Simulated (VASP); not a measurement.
# Sc (P6_3/mmc) in VASP: further runs

Sc is run at these levels: PBEsol; tasks: relaxation of cell and atoms.

All numbers are computed with VASP 6.6.1; they aren't measurements. Logs are shortened: lines on timing, memory, paths and dates and some standing lists are left out, and cuts for length are marked.

**1. The cell of the first run**

It takes space group P6_3/mmc (No. 194, hexagonal). The conventional cell has a = 3.280 Å, b = 3.280 Å, c = 5.356 Å, α = 90.00°, β = 90.00°, γ = 120.00°. Sc (site symmetry -6m2) has 12 Sc at 3.28 Å within 4.3 Å.

**2. Relaxation of cell and atoms, PBEsol**

INCAR reads:

```
SYSTEM = Sc
ALGO     = Normal         ! electronic algorithm
EDIFF    = 1E-6           ! SCF threshold, eV
EDIFFG   = -0.02          ! ionic threshold
ENCUT    = 600            ! plane-wave cutoff, eV
GGA      = PS             ! functional
IBRION   = 2              ! ionic algorithm
ISIF     = 3              ! what is computed and relaxed
ISMEAR   = -1             ! smearing method
LASPH    = .TRUE.         ! aspherical terms in the spheres
LCHARG   = .FALSE.        ! write CHGCAR
LREAL    = .FALSE.        ! projectors in reciprocal space
LWAVE    = .FALSE.        ! write WAVECAR
NELM     = 100            ! most SCF steps
NSW      = 80             ! ionic steps
PREC     = Accurate       ! precision mode
SIGMA    = 0.05           ! smearing width, eV
```

KPOINTS reads:

```
k-points
0
G
  6 6 4
  0 0 0
```

POSCAR reads:

```
Sc
1.0
    3.2800000000      0.0000000000      0.0000000000
   -1.6400000000      2.8405633244      0.0000000000
    0.0000000000      0.0000000000      5.3562400000
Sc
2
Direct
    0.3333333333      0.6666666667      0.2500000000
    0.6666666667      0.3333333333      0.7500000000
```

Potentials or basis: VASP PAW PBE potentials, release 64 (Sc_sv).

Started as:

```bash
$ cat potpaw_PBE.64/Sc_sv/POTCAR > POTCAR
$ mpirun -np 1 vasp_std > vasp.out
```

OUTCAR:

```text
SYSTEM = Sc
   EDIFF = 1E-6
   EDIFFG = -0.02
   ENCUT = 600
   GGA = PS
   IBRION = 2
   ISIF = 3
   ISMEAR = -1
   LASPH = .TRUE.
   LREAL = .FALSE.
   NELM = 100
   NSW = 80
   PREC = Accurate

 ion  position               nearest neighbor table
   1  0.333  0.667  0.250-   2 3.28   2 3.28   2 3.28   2 3.28   2 3.28   2 3.28
   2  0.667  0.333  0.750-   1 3.28   1 3.28   1 3.28   1 3.28   1 3.28   1 3.28

  LATTYP: Found a hexagonal cell.
 ALAT       =     3.2800000000
 C/A-ratio  =     1.6330000000

  Lattice vectors:

 A1 = (   3.2800000000,   0.0000000000,   0.0000000000)
 A2 = (  -1.6400000000,   2.8405633244,   0.0000000000)
 A3 = (   0.0000000000,   0.0000000000,   5.3562400000)

Analysis of symmetry for initial positions (statically):
=====================================================================
 Subroutine PRICEL returns:
 Original cell was already a primitive cell.

 Routine SETGRP: Setting up the symmetry group for a
 hexagonal supercell.

 Subroutine GETGRP returns: Found 24 space group operations
 (whereof 12 operations were pure point group operations)
 out of a pool of 24 trial point group operations.

The static configuration has the point symmetry D_3d.
 The point group associated with its full space group is D_6h.

Analysis of symmetry for dynamics (positions and initial velocities):
=====================================================================
 Subroutine PRICEL returns:
 Original cell was already a primitive cell.

 Routine SETGRP: Setting up the symmetry group for a
 hexagonal supercell.

 Subroutine GETGRP returns: Found 24 space group operations
 (whereof 12 operations were pure point group operations)
 out of a pool of 24 trial point group operations.

The dynamic configuration has the point symmetry D_3d.
 The point group associated with its full space group is D_6h.

 Subroutine INISYM returns: Found 24 space group operations
 (whereof 12 operations are pure point group operations),
 and found     1 'primitive' translations

----------------------------------------------------------------------------------------

                                     Primitive cell

  volume of cell :      49.9043

  direct lattice vectors                    reciprocal lattice vectors
     3.280000000  0.000000000  0.000000000     0.304878049  0.176021424  0.000000000
    -1.640000000  2.840563324  0.000000000     0.000000000  0.352042847  0.000000000
     0.000000000  0.000000000  5.356240000     0.000000000  0.000000000  0.186698132

  length of vectors
     3.280000000  3.280000000  5.356240000     0.352042847  0.352042847  0.186698132

  position of ions in fractional coordinates (direct lattice)
     0.333333333  0.666666667  0.250000000
     0.666666667  0.333333333  0.750000000

  ion indices of the primitive-cell ions
   primitive index   ion index
                 1           1
                 2           2

----------------------------------------------------------------------------------------

 KPOINTS: k-points

Automatic generation of k-mesh.
 Grid dimensions read from file:
 generate k-points for:    6    6    4

 Generating k-lattice:

  Cartesian coordinates                     Fractional coordinates (reciprocal lattice)
     0.050813008  0.029336904  0.000000000     0.166666667 -0.000000000  0.000000000
     0.000000000  0.058673808  0.000000000     0.000000000  0.166666667  0.000000000
     0.000000000  0.000000000  0.046674533     0.000000000  0.000000000  0.250000000

  Length of vectors
     0.058673808  0.058673808  0.046674533

  Shift w.r.t. Gamma in fractional coordinates (k-lattice)
     0.000000000  0.000000000  0.000000000

 Subroutine IBZKPT returns following result:
 ===========================================

 Found     21 irreducible k-points:

 Following reciprocal coordinates:
            Coordinates               Weight
  0.000000  0.000000  0.000000      1.000000
  0.166667  0.000000  0.000000      6.000000
  0.333333  0.000000  0.000000      6.000000
  0.500000 -0.000000  0.000000      3.000000
[... 38 lines left out ...]
   LORBIT       =      0    0 simple, 1 ext, 2 COOP (PROOUT), +10 PAW based schemes
   GGA     = PS    functional components
   LHFCALC =     F    Hartree Fock is set to
   AEXX    =    0.0000 exact exchange contribution
   IVDW    =     0    specifies the selected vdW correction
   LEPSILON=     F    determine dielectric tensor
   LRPA    =     F    only Hartree local field effects (RPA)
 conjugate gradient relaxation of ions
 non-spin polarized calculation
  energy-cutoff  :      600.00
  volume of cell :       49.90
 maximum number of plane-waves:      1713
 NGX is ok and might be reduce to    28
   NGX = 13   NGY = 13   NGZ = 21

--------------------------------------- Ionic step        1  -------------------------------------------

 number of electron      22.0000000 magnetization

 Free energy of the ion-electron system (eV)
  ---------------------------------------------------
  ext. energy  EPLUGINS =         0.00000000
  ---------------------------------------------------
  free energy    TOTEN  =       -13.19670264 eV

  energy without entropy =      -13.16530844  energy(sigma->0) =      -13.18100554

 E-fermi :   3.5137     XC(G=0):  -9.9411

 val. band max:        3.4845279928   @ k =   0.3333   0.1667   0.2500
 cond. band min:       3.5257529875   @ k =   0.5000  -0.0000   0.5000
 fundamental gap:      0.0412249946
 Fermi energy:         3.5136626427

 k-point     1 :       0.0000    0.0000    0.0000
  band No.  band energies     occupation
      1     -45.7364      2.00000
      2     -45.6793      2.00000
      3     -24.6144      2.00000
      4     -24.2996      2.00000
      5     -24.2996      2.00000
      6     -24.2491      2.00000
      7     -24.2491      2.00000
      8     -24.2319      2.00000
      9      -1.6114      2.00000
     10       1.7805      2.00000
     11       3.7827      0.00916
     12       5.0831      0.00000
     13       5.1111      0.00000
     14       5.1112      0.00000
     15       5.4866      0.00000
[... 596 lines left out ...]
 POSITION                                       TOTAL-FORCE (eV/Angst)
 -----------------------------------------------------------------------------------
     -0.00000      1.89699      1.26623         0.000000     -0.000000      0.000000
      1.64284      0.94850      3.79870        -0.000000      0.000000      0.000000
 -----------------------------------------------------------------------------------
    total drift:                                0.000000     -0.000000      0.000000

  FREE ENERGIE OF THE ION-ELECTRON SYSTEM (eV)
  ---------------------------------------------------
  free  energy   TOTEN  =       -13.2444547921 eV

  energy  without entropy=      -13.2238530827  energy(sigma->0) =      -13.23415394

--------------------------------------- Ionic step        8  -------------------------------------------

 number of electron      21.9999999 magnetization

 Free energy of the ion-electron system (eV)
  ---------------------------------------------------
  ext. energy  EPLUGINS =         0.00000000
  ---------------------------------------------------
  free energy    TOTEN  =       -13.24448844 eV

  energy without entropy =      -13.22396145  energy(sigma->0) =      -13.23422495

 E-fermi :   3.8321     XC(G=0): -10.1628

 val. band max:        3.7391145439   @ k =   0.3333   0.1667   0.2500
 cond. band min:       3.8552527370   @ k =   0.3333   0.0000   0.0000
 fundamental gap:      0.1161381931
 Fermi energy:         3.8320805918

 k-point     1 :       0.0000    0.0000    0.0000
  band No.  band energies     occupation
      1     -45.2770      2.00000
      2     -45.1866      2.00000
      3     -24.2348      2.00000
      4     -23.8476      2.00000
      5     -23.8476      2.00000
      6     -23.7661      2.00000
      7     -23.7661      2.00000
      8     -23.7141      2.00000
      9      -1.3913      2.00000
     10       2.1330      2.00000
     11       4.6278      0.00000
     12       5.4400      0.00000
     13       5.4400      0.00000
     14       5.7992      0.00000
     15       5.9354      0.00000
[... 380 lines left out ...]
 POSITION                                       TOTAL-FORCE (eV/Angst)
 -----------------------------------------------------------------------------------
     -0.00000      1.89601      1.26509         0.000000     -0.000000      0.000000
      1.64199      0.94801      3.79526        -0.000000      0.000000      0.000000
 -----------------------------------------------------------------------------------
    total drift:                                0.000000     -0.000000      0.000000

  FREE ENERGIE OF THE ION-ELECTRON SYSTEM (eV)
  ---------------------------------------------------
  free  energy   TOTEN  =       -13.2444884446 eV

  energy  without entropy=      -13.2239614477  energy(sigma->0) =      -13.23422495

 reached required accuracy - stopping structural energy minimisation
```

It took 2.3 min on 1 thread of Intel Xeon 8259CL, shared host; peak memory 0.21 GiB.

What came out:

```
Free energy                           : -13.2445 eV
Relaxed volume                        : 23.63 Å³/atom
Relaxed cell                          : a = 3.284 Å, b = 3.284 Å, c = 5.060 Å, α = 90.00°, β = 90.00°, γ = 120.00°
Space group after relaxing (to 0.1 Å) : P6_3/mmc (No. 194)
Energy gained by relaxing             : 23.9 meV/atom
Ionic steps                           : 8
Pressure after relaxing               : 0.0 GPa
Band gap on the k mesh                : zero (bands 11 and 12 overlap by 1.61 eV)
```

The path:
| step | energy change (eV) | largest force (eV/Å) | pressure (GPa) | volume (Å³) |
| --- | --- | --- | --- | --- |
| 1 | 0.0000 | 0.0000 | -2.69 | 49.90 |
| 2 | -0.0380 | 0.0000 | 0.53 | 46.93 |
| 3 | -0.0382 | 0.0000 | 0.77 | 46.72 |
| 4 | -0.0471 | 0.0000 | 0.45 | 46.91 |
| 5 | -0.0474 | 0.0000 | 0.40 | 46.95 |
| 6 | -0.0474 | 0.0000 | 0.39 | 46.95 |
| 7 | -0.0478 | 0.0000 | -0.12 | 47.35 |
| 8 | -0.0478 | 0.0000 | -0.01 | 47.26 |

Final structure:
```
Sc
1.0
     3.28399    0.00000    0.00000
    -1.64199    2.84402    0.00000
     0.00000    0.00000    5.06035
Sc
2
Cartesian
  0.0000 1.8960 1.2651
  1.6420 0.9480 3.7953
```

Caveat: the k points lie up to 0.37 Å⁻¹ apart in the final cell, too coarse for converged energies and pressures of a metal; the PAW data sets were made with another functional, which shifts forces and pressure a little.

[end of part 1 of 2]
